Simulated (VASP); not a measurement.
# KF: single point with LDA

KF:

```
K F
1.0
     0.00000    2.64883    2.64883
     2.64883    0.00000    2.64883
     2.64883    2.64883    0.00000
K F
1 1
Cartesian
  0.0000 0.0000 0.0000
  2.6488 2.6488 2.6488
```

```yaml
Program: VASP 6.6.1
Task: single point
Functional: LDA
Potentials_or_basis: VASP PAW LDA potentials, release 64 (K_sv, F)
Cutoff: 520 eV
k_mesh: 8 × 8 × 8
Occupations: gaussian, width 0.05 eV
Spin: no spin polarisation
Dipole_correction: no
Further_INCAR_settings: ALGO = Normal; EDIFF = 1e-07; NBANDS = 15
```

```yaml
Pressure: -2.7 GPa
Band_gap_on_the_k_mesh: 5.92 eV, direct
```

Levels at points of the mesh, in eV from the valence-band top:
```
           k point  band 5  band 6  band 7  band 8  band 9  band 10  band 11  band 12
(0.00, 0.00, 0.00)   -9.02    0.00    0.00    0.00    5.92    10.58    10.58    10.58
(0.50, 0.00, 0.00)   -9.06   -0.88   -0.39   -0.39    8.88    10.41    12.09    12.09
(0.50, 0.50, 0.00)   -9.26   -0.20   -0.05   -0.05    7.92    10.26    11.60    13.72
```

Run time: 14 s on 1 thread of Intel(R) Xeon(R) Platinum 8375C CPU @ 2.90GHz (Ice Lake) (shared host), peak memory 0.14 GiB.

A k mesh can miss the band edges. A hybrid or GW would open this gap; LDA tends to underestimate it.
